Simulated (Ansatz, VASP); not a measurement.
**One calculation of Sn3Se, two programs**

```
Sn Se
1.0
     4.64508    0.00000    0.00000
     0.00000    4.64508    0.00000
     0.00000    0.00000    4.64508
Sn Se
3 1
Direct
  0.50000 0.50000 0.00000
  0.50000 0.00000 0.50000
  0.00000 0.50000 0.50000
  0.00000 0.00000 0.00000
```

Alike in both runs: task single point; functional LDA; k mesh 6 × 6 × 6; occupations fermi-dirac, width 0.05 eV; no spin polarisation.

|  | VASP | Ansatz |
| --- | --- | --- |
| version | VASP 6.6.1 | Ansatz 0.2.0 |
| potentials or method | VASP PAW LDA potentials, release 64 (Sn_d, Se) | Ansatz PAW |
| plane-wave cutoff (eV) | 520 | 420 |
| valence electrons in the cell | 48 | 58 |

|  | VASP | Ansatz | Ansatz less VASP |
| --- | --- | --- | --- |
| gap on the k mesh at the Fermi level (eV) | none | none | - |
| pressure (GPa) | -0.9 | -1.0 | -0.04 |

LDA's correlation is that of Perdew and Zunger in VASP and of Perdew and Wang (1992) in Ansatz. A gap of «none» marks a metal or a gap that the smearing closes. VASP's potentials hold 48 valence electrons a cell and Ansatz's 58, so a difference there can come from the potentials and not from the codes.
